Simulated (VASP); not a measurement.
# Cu (Cmcm) in VASP: further runs

Runs on Cu. Level: PBEsol. Tasks: single point.

Everything below comes from runs of VASP 6.6.1. Logs are shortened: lines on timing, memory, paths and dates and some standing lists are left out, and cuts for length are marked.

**1. The cell of the first run**

Symmetry: Cmcm, No. 63, orthorhombic system. Conventional cell: a = 2.563 Å, b = 7.048 Å, c = 2.468 Å, α = 90.00°, β = 90.00°, γ = 90.00°. Within 3.0 Å of Cu (site symmetry m2m) lie 10 Cu at 2.25 to 2.56 Å.

**2. Single point, PBEsol (normal strain along x +0.0550, normal strain along y -0.1100)**

INCAR reads:

```
SYSTEM = Cu
ALGO = Fast
EDIFF = 1E-6
ENCUT = 520
GGA = PS
ISIF = 2
ISMEAR = 0
LASPH = .TRUE.
LCHARG = .FALSE.
LREAL = .FALSE.
LWAVE = .FALSE.
NBANDS = 18
NELM = 60
PREC = Accurate
SIGMA = 0.15
```

KPOINTS reads:

```
k-points
0
G
  20 20 18
  0 0 0
```

POSCAR reads:

```
Cu
1.0
    1.2815029451     -3.5239251767      0.0000000000
    1.2815029451      3.5239251767      0.0000000000
    0.0000000000      0.0000000000      2.4675572805
Cu
2
Direct
    0.1338543804      0.8661456196      0.2500000000
    0.8661456196      0.1338543804      0.7500000000
```

Potentials or basis: VASP PAW PBE potentials, release 64 (Cu).

Run with:

```sh
cat potpaw_PBE.64/Cu/POTCAR > POTCAR
mpirun -np 1 vasp_std > vasp.out
```

OUTCAR:

```text
SYSTEM = Cu
   EDIFF = 1E-6
   ENCUT = 520
   GGA = PS
   ISIF = 2
   ISMEAR = 0
   LASPH = .TRUE.
   LREAL = .FALSE.
   NELM = 60
   PREC = Accurate

 ion  position               nearest neighbor table
   1  0.134  0.866  0.250-   2 2.25   2 2.25   2 2.42   2 2.42   2 2.42   2 2.42
   2  0.866  0.134  0.750-   1 2.25   1 2.25   1 2.42   1 2.42   1 2.42   1 2.42

  LATTYP: Found a base centered orthorhombic cell.
 ALAT       =     2.5630058902
 B/A-ratio  =     2.7498377512
 C/A-ratio  =     0.9627591142

  Lattice vectors:

 A1 = (   1.2815029451,  -3.5239251767,   0.0000000000)
 A2 = (   1.2815029451,   3.5239251767,   0.0000000000)
 A3 = (   0.0000000000,   0.0000000000,   2.4675572805)

Analysis of symmetry for initial positions (statically):
=====================================================================
 Subroutine PRICEL returns:
 Original cell was already a primitive cell.

 Routine SETGRP: Setting up the symmetry group for a
 base centered orthorhombic supercell.

 Subroutine GETGRP returns: Found  8 space group operations
 (whereof  4 operations were pure point group operations)
 out of a pool of  8 trial point group operations.

The static configuration has the point symmetry C_2h.
 The point group associated with its full space group is D_2h.

Analysis of symmetry for dynamics (positions and initial velocities):
=====================================================================
 Subroutine PRICEL returns:
 Original cell was already a primitive cell.

 Routine SETGRP: Setting up the symmetry group for a
 base centered orthorhombic supercell.

 Subroutine GETGRP returns: Found  8 space group operations
 (whereof  4 operations were pure point group operations)
 out of a pool of  8 trial point group operations.

The dynamic configuration has the point symmetry C_2h.
 The point group associated with its full space group is D_2h.

 Subroutine INISYM returns: Found  8 space group operations
 (whereof  4 operations are pure point group operations),
 and found     1 'primitive' translations

----------------------------------------------------------------------------------------

                                     Primitive cell

  volume of cell :      22.2866

  direct lattice vectors                    reciprocal lattice vectors
[... 78 lines left out ...]
   PREC   = accura    normal or accurate (medium, high low for compatibility)
   ISTART =      0    job   : 0-new  1-cont  2-samecut
   ICHARG =      2    charge: 1-file 2-atom 10-const
   ISPIN  =      1    spin polarized calculation?
   LNONCOLLINEAR =      F non collinear calculations
   LSORBIT =      F    spin-orbit coupling
   LASPH  =      T    aspherical Exc in radial PAW
   ENCUT  =  520.0 eV  38.22 Ry    6.18 a.u.   6.97  6.97  4.59*2*pi/ulx,y,z
   NELM   =     60;   NELMIN=  2; NELMDL= -5     # of ELM steps
   EDIFF  = 0.1E-05   stopping-criterion for ELM
   LREAL  =      F    real-space projection
   EDIFFG = 0.1E-04   stopping-criterion for IOM
   NSW    =      0    number of steps for IOM
   IBRION =     -1    ionic relax: 0-MD 1-quasi-New 2-CG
   NFREE  =      0    steps in history (QN), initial steepest desc. (CG)
   ISIF   =      2    stress and relaxation
   ISYM   =      2    0-nonsym 1-usesym 2-fastsym
   POTIM  = 0.5000    time-step for ionic-motion
   TEBEG  =    0.0;   TEEND  =   0.0 temperature during run
   PSTRESS=    0.0 pullay stress
   NELECT =      22.0000    total number of electrons
   NUPDOWN=      -1.0000    fix difference up-down
   EMIN   =  10.00;   EMAX   =-10.00  energy-range for DOS
   EFERMI =   0.00;   METHOD = LEGACY
   ISMEAR =     0;   SIGMA  =   0.15  broadening in eV -4-tet -1-fermi 0-gaus
   EFERMI_NEDOS =   21; number of points for ismear=-14 and -15
   IALGO  =     68    algorithm
   IMIX   =      4    mixing-type and parameters
     AMIX     =   0.40;   BMIX     =  1.00
     AMIX_MAG =   1.60;   BMIX_MAG =  1.00
  volume/ion in A,a.u.               =      11.14        75.20
  Fermi-wavevector in a.u.,A,eV,Ry     =   1.630051  3.080350 36.151585  2.657067
  Thomas-Fermi vector in A             =   2.722416
   LORBIT       =      0    0 simple, 1 ext, 2 COOP (PROOUT), +10 PAW based schemes
   GGA     = PS    functional components
   LHFCALC =     F    Hartree Fock is set to
   AEXX    =    0.0000 exact exchange contribution
   IVDW    =     0    specifies the selected vdW correction
   LEPSILON=     F    determine dielectric tensor
   LRPA    =     F    only Hartree local field effects (RPA)
 non-spin polarized calculation
 RMM-DIIS sequential band-by-band and
 Gauss-broadening in eV      SIGMA  =   0.15
  energy-cutoff  :      520.00
  volume of cell :       22.29
 maximum number of plane-waves:       619
   NGX = 13   NGY = 13   NGZ =  9

 number of electron      21.9999986 magnetization

 Free energy of the ion-electron system (eV)
  ---------------------------------------------------
  ext. energy  EPLUGINS =         0.00000000
  ---------------------------------------------------
  free energy    TOTEN  =        -8.01748508 eV

  energy without entropy =       -8.01180116  energy(sigma->0) =       -8.01464312

 E-fermi :   8.1860     XC(G=0): -13.1953

 val. band max:        8.1820214690   @ k =   0.4500   0.1000   0.2222
 cond. band min:       8.1862536647   @ k =  -0.4000   0.4000   0.3889
 fundamental gap:      0.0042321957
 Fermi energy:         8.1859563877

 k-point     1 :       0.0000    0.0000    0.0000
  band No.  band energies     occupation
      1      -1.6931      2.00000
      2       2.6999      2.00000
      3       3.8530      2.00000
      4       4.3988      2.00000
      5       4.4830      2.00000
      6       5.3644      2.00000
[... 481 lines left out ...]
      5       4.7268      2.00000
      6       5.1900      2.00000
[... 10 lines left out ...]
     17      29.1892      0.00000
     18      31.5086      0.00000

 [... further k-points ...]
[... 5 lines left out ...]
  --------------------------------------------------------------------------------------
  -------------------------------------------------------------------------------------
  Total       -0.3861780      4.8121191      2.8961513      0.0000000      0.0000000      0.0000000
  in kB      -27.7622450    345.9421033    208.2036308      0.0000000      0.0000000      0.0000000
  external PRESSURE =     175.4611630 kB  Pullay stress =       0.0000000 kB

 VOLUME and BASIS-vectors are now :
 -----------------------------------------------------------------------------
  energy-cutoff  :      520.00
  volume of cell :       22.29
      direct lattice vectors                 reciprocal lattice vectors
     1.281502945 -3.523925177  0.000000000     0.390166875 -0.141887235  0.000000000
     1.281502945  3.523925177  0.000000000     0.390166875  0.141887235  0.000000000
     0.000000000  0.000000000  2.467557280     0.000000000  0.000000000  0.405259083

 POSITION                                       TOTAL-FORCE (eV/Angst)
 -----------------------------------------------------------------------------------
      1.28150      2.58054      0.61689         0.000000     -0.835740      0.000000
      1.28150     -2.58054      1.85067         0.000000      0.835740     -0.000000
 -----------------------------------------------------------------------------------
    total drift:                                0.000000     -0.000000      0.000000

  FREE ENERGIE OF THE ION-ELECTRON SYSTEM (eV)
  ---------------------------------------------------
  free  energy   TOTEN  =        -8.0174850838 eV

  energy  without entropy=       -8.0118011550  energy(sigma->0) =       -8.01464312
```

stdout:

```text
POSCAR found type information on POSCAR Cu
 POSCAR found :  1 types and       2 ions
 scaLAPACK will be used
 -----------------------------------------------------------------------------
|                                                                             |
|                                                                             |
|     You enforced a specific xc type in the INCAR file but a different       |
|     I HOPE YOU KNOW WHAT YOU ARE DOING!                                     |
|                                                                             |
 -----------------------------------------------------------------------------

 LDA part: xc-table for (Slater+PW92), standard interpolation
 POSCAR, INCAR and KPOINTS ok, starting setup
 FFT: planning ... GRIDC
 FFT: planning ... GRID_SOFT
 FFT: planning ... GRID
 WAVECAR not read
 entering main loop
WARNING in EDDRMM: call to ZHEGV failed, returncode =   8  4     16
WARNING in EDDRMM: call to ZHEGV failed, returncode =   6  3     17
WARNING in EDDRMM: call to ZHEGV failed, returncode =   6  3     17
WARNING in EDDRMM: call to ZHEGV failed, returncode =   6  3     15
WARNING in EDDRMM: call to ZHEGV failed, returncode =   6  3     16
WARNING in EDDRMM: call to ZHEGV failed, returncode =   6  3     16
WARNING in EDDRMM: call to ZHEGV failed, returncode =   6  3     16
WARNING in EDDRMM: call to ZHEGV failed, returncode =   6  3     17
WARNING in EDDRMM: call to ZHEGV failed, returncode =   6  3     15
WARNING in EDDRMM: call to ZHEGV failed, returncode =   6  3     16
WARNING in EDDRMM: call to ZHEGV failed, returncode =   8  4     17
WARNING in EDDRMM: call to ZHEGV failed, returncode =   6  3     16
WARNING in EDDRMM: call to ZHEGV failed, returncode =   8  4     17
```

Run time: 6.5 min. Hardware: 1 thread of Intel Xeon Platinum 8259CL at 2.50GHz (Skylake/Cascade Lake), shared host; peak memory 0.45 GiB.

Results:

```yaml
Free_energy: -8.0175 eV
Pressure: 17.5 GPa
Largest_force: 0.836 eV/Å
Band_gap_on_the_k_mesh: zero (bands 11 and 12 overlap by 5.03 eV)
```

Forces in eV/Å, atoms in the order of the input:
```
Cu   0.000 -0.836  0.000
Cu   0.000  0.836  0.000
```

Stress tensor (GPa, compression positive):
```
-2.78  0.00  0.00
 0.00 34.59  0.00
 0.00  0.00 20.82
```

Levels at points of the mesh, in eV from the Fermi level:
| k point | band 8 | band 9 | band 10 | band 11 | band 12 | band 13 | band 14 | band 15 |
| --- | --- | --- | --- | --- | --- | --- | --- | --- |
| (0.00, 0.00, 0.00) | -2.52 | -2.22 | -1.98 | -1.34 | 1.65 | 7.64 | 14.25 | 16.31 |
| (0.50, 0.00, 0.00) | -2.68 | -2.22 | -1.59 | -0.99 | 0.61 | 2.68 | 7.63 | 15.85 |
| (0.50, 0.50, 0.00) | -2.44 | -2.43 | -2.25 | -1.75 | -1.58 | 12.40 | 17.93 | 18.13 |
| (0.00, 0.00, 0.50) | -2.99 | -1.74 | -1.74 | -0.19 | -0.19 | 10.23 | 10.23 | 11.93 |
| (0.50, 0.00, 0.50) | -1.92 | -1.63 | -1.63 | 2.89 | 2.89 | 7.24 | 7.24 | 9.80 |
| (0.50, 0.50, 0.50) | -2.36 | -1.70 | -1.70 | -1.03 | -1.03 | 4.38 | 4.38 | 20.46 |

Caveat: the cell differs from its parent crystal (normal strain along x +0.0550, normal strain along y -0.1100); the cell stands under pressure; the PAW data sets were made with another functional, which shifts forces and pressure a little.

[end of part 1 of 2]
